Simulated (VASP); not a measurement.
# Pb (R-3m) in VASP: single point with r2SCAN

Aim: the single point of Pb with r2SCAN.

Program: VASP 6.6.1. These are calculated values, not measurements. Logs are shortened: lines on timing, memory, paths and dates and some standing lists are left out, and cuts for length are marked.

## 1. The cell of the first run

The structure is trigonal, space group R-3m (No. 166). Conventional cell: a = 4.578 Å, b = 4.578 Å, c = 5.478 Å, α = 90.00°, β = 90.00°, γ = 120.00°. Pb (site symmetry -3m) has 6 Pb at 3.21 Å within 4.2 Å.

## 2. Single point, r2SCAN

File POSCAR:

```
Pb
1.0
    2.2892237127      1.3216839267      1.8259804426
   -2.2892237127      1.3216839267      1.8259804426
    0.0000000000     -2.6433678535      1.8259804426
Pb
1
Direct
    0.5000000000      0.5000000000      0.5000000000
```

File INCAR.step1:

```
SYSTEM = Pb
ALGO = Normal
EDIFF = 1E-4
ENCUT = 520
GGA = PE
ISMEAR = 0
LASPH = .True.
LCHARG = .False.
LREAL = .False.
LWAVE = .True.
NBANDS = 13
NELM = 100
PREC = Accurate
SIGMA = 0.1
```

File INCAR.step2:

```
SYSTEM = Pb
ALGO = Normal
EDIFF = 1E-7
ENCUT = 520
ISIF = 2
ISMEAR = 0
ISTART = 1
LASPH = .True.
LCHARG = .False.
LMIXTAU = .True.
LREAL = .False.
LWAVE = .False.
METAGGA = R2SCAN
NBANDS = 13
NELM = 100
PREC = Accurate
SIGMA = 0.1
```

File KPOINTS:

```
k-points
0
Gamma
  18 18 18
  0 0 0
```

Potentials or basis: VASP PAW PBE potentials, release 64 (Pb_d).

Command:

```bash
$ cat potpaw_PBE.64/Pb_d/POTCAR > POTCAR
$ cp INCAR.step1 INCAR
$ mpirun -np 1 vasp_std > vasp.out
$ cp INCAR.step2 INCAR
$ mpirun -np 1 vasp_std > vasp.out
```

OUTCAR:

```text
SYSTEM = Pb
   EDIFF = 1E-7
   ENCUT = 520
   ISIF = 2
   ISMEAR = 0
   ISTART = 1
   LASPH = .True.
   LREAL = .False.
   METAGGA = R2SCAN
   NELM = 100
   PREC = Accurate

 ion  position               nearest neighbor table
   1  0.500  0.500  0.500-

  LATTYP: Found a trigonal (rhomboedric) cell.
 ALAT       =     3.2127244179
 COS(alpha) =    -0.0154522803

  Lattice vectors:

 A1 = (   2.2892237127,   1.3216839267,   1.8259804426)
 A2 = (  -2.2892237127,   1.3216839267,   1.8259804426)
 A3 = (   0.0000000000,  -2.6433678535,   1.8259804426)

Analysis of symmetry for initial positions (statically):
=====================================================================
 Subroutine PRICEL returns:
 Original cell was already a primitive cell.

 Routine SETGRP: Setting up the symmetry group for a
 trigonal (rhombohedral) supercell.

 Subroutine GETGRP returns: Found 12 space group operations
 (whereof 12 operations were pure point group operations)
 out of a pool of 12 trial point group operations.

The static configuration has the point symmetry D_3d.

Analysis of symmetry for dynamics (positions and initial velocities):
=====================================================================
 Subroutine PRICEL returns:
 Original cell was already a primitive cell.

 Routine SETGRP: Setting up the symmetry group for a
 trigonal (rhombohedral) supercell.

 Subroutine GETGRP returns: Found 12 space group operations
 (whereof 12 operations were pure point group operations)
 out of a pool of 12 trial point group operations.

The dynamic configuration has the point symmetry D_3d.

 Subroutine INISYM returns: Found 12 space group operations
 (whereof 12 operations are pure point group operations),
 and found     1 'primitive' translations

----------------------------------------------------------------------------------------

                                     Primitive cell

  volume of cell :      33.1484

  direct lattice vectors                    reciprocal lattice vectors
     2.289223713  1.321683927  1.825980443     0.218414652  0.126101758  0.182550331
    -2.289223713  1.321683927  1.825980443    -0.218414652  0.126101758  0.182550331
     0.000000000 -2.643367854  1.825980443     0.000000000 -0.252203516  0.182550331

  length of vectors
     3.212724418  3.212724418  3.212724418     0.311337818  0.311337818  0.311337818

  position of ions in fractional coordinates (direct lattice)
[... 83 lines left out ...]
   ISIF   =      2    stress and relaxation
   ISYM   =      2    0-nonsym 1-usesym 2-fastsym
   POTIM  = 0.5000    time-step for ionic-motion
   TEBEG  =    0.0;   TEEND  =   0.0 temperature during run
   PSTRESS=    0.0 pullay stress
   NELECT =      14.0000    total number of electrons
   NUPDOWN=      -1.0000    fix difference up-down
   EMIN   =  10.00;   EMAX   =-10.00  energy-range for DOS
   EFERMI =   0.00;   METHOD = LEGACY
   ISMEAR =     0;   SIGMA  =   0.10  broadening in eV -4-tet -1-fermi 0-gaus
   EFERMI_NEDOS =   21; number of points for ismear=-14 and -15
   IALGO  =     38    algorithm
   IMIX   =      4    mixing-type and parameters
     AMIX     =   0.40;   BMIX     =  1.00
     AMIX_MAG =   1.60;   BMIX_MAG =  1.00
  volume/ion in A,a.u.               =      33.15       223.70
  Fermi-wavevector in a.u.,A,eV,Ry     =   1.228277  2.321108 20.526636  1.508665
  Thomas-Fermi vector in A             =   2.363209
   LORBIT       =      0    0 simple, 1 ext, 2 COOP (PROOUT), +10 PAW based schemes
   METAGGA = R2SCAN    functional components
   LHFCALC =     F    Hartree Fock is set to
   AEXX    =    0.0000 exact exchange contribution
   IVDW    =     0    specifies the selected vdW correction
   LEPSILON=     F    determine dielectric tensor
   LRPA    =     F    only Hartree local field effects (RPA)
 non-spin polarized calculation
 Gauss-broadening in eV      SIGMA  =   0.10
  energy-cutoff  :      520.00
  volume of cell :       33.15
 maximum number of plane-waves:       912
   NGX = 11   NGY = 11   NGZ = 11

 number of electron      14.0000010 magnetization

 Free energy of the ion-electron system (eV)
  ---------------------------------------------------
  ext. energy  EPLUGINS =         0.00000000
  ---------------------------------------------------
  free energy    TOTEN  =       -56.15048261 eV

  energy without entropy =      -56.14753565  energy(sigma->0) =      -56.14900913

 E-fermi :   5.9967     XC(G=0): -10.3376

 val. band max:        5.9946537052   @ k =  -0.2778   0.1667   0.1667
 cond. band min:       6.0002063033   @ k =  -0.2778   0.3333   0.2778
 fundamental gap:      0.0055525981
 Fermi energy:         5.9967177777

 k-point     1 :       0.0000    0.0000    0.0000
  band No.  band energies     occupation
      1     -11.8778      2.00000
      2     -11.8778      2.00000
      3     -11.2326      2.00000
      4     -11.2247      2.00000
      5     -11.2247      2.00000
      6      -5.8331      2.00000
      7      11.1748      0.00000
      8      11.2675      0.00000
      9      11.2675      0.00000
     10      14.6845      0.00000
     11      15.8643      0.00000
     12      15.8643      0.00000
     13      24.7803      0.00000
[... 354 lines left out ...]
  band No.  band energies     occupation
      1     -11.8527      2.00000
      2     -11.6735      2.00000
      3     -11.3078      2.00000
      4     -11.2987      2.00000
      5     -11.2264      2.00000
      6      -5.0565      2.00000
      7       6.4485      0.00000
      8      11.4375      0.00000
      9      12.1006      0.00000
     10      15.8578      0.00000
     11      16.7013      0.00000
     12      21.0531      0.00000
     13      21.5439      0.00000

 [... further k-points ...]

------------------------ aborting loop because EDIFF is reached ----------------------------------------

  FORCE on cell =-STRESS in cart. coord.  units (eV):
  Direction    XX          YY          ZZ          XY          YZ          ZX
  --------------------------------------------------------------------------------------
  -------------------------------------------------------------------------------------
  Total       -0.0027718     -0.0027718      0.0007531     -0.0000000     -0.0000000      0.0000000
  in kB       -0.1339726     -0.1339726      0.0363991     -0.0000000     -0.0000000      0.0000000
  external PRESSURE =      -0.0771820 kB  Pullay stress =       0.0000000 kB

 VOLUME and BASIS-vectors are now :
 -----------------------------------------------------------------------------
  energy-cutoff  :      520.00
  volume of cell :       33.15
      direct lattice vectors                 reciprocal lattice vectors
     2.289223713  1.321683927  1.825980443     0.218414652  0.126101758  0.182550331
    -2.289223713  1.321683927  1.825980443    -0.218414652  0.126101758  0.182550331
     0.000000000 -2.643367854  1.825980443     0.000000000 -0.252203516  0.182550331

 POSITION                                       TOTAL-FORCE (eV/Angst)
 -----------------------------------------------------------------------------------
      0.00000     -0.00000      2.73897         0.000000      0.000000     -0.000000
 -----------------------------------------------------------------------------------
    total drift:                                0.000000      0.000000     -0.000000

  FREE ENERGIE OF THE ION-ELECTRON SYSTEM (eV)
  ---------------------------------------------------
  free  energy   TOTEN  =       -56.1504826077 eV

  energy  without entropy=      -56.1475356523  energy(sigma->0) =      -56.14900913
```

Run time: 7.5 min. Hardware: 1 thread of Intel Xeon Platinum 8259CL at 2.50GHz (Skylake/Cascade Lake), shared host; peak memory 0.33 GiB.

Results:

```yaml
Free_energy: -56.1505 eV
Pressure: 0.0 GPa
Band_gap_on_the_k_mesh: zero (bands 7 and 8 overlap by 7.05 eV)
```

Caveat: the PAW data sets were made with another functional, which shifts forces and pressure a little; spin-orbit coupling is left out, which moves the levels of the heavy elements.
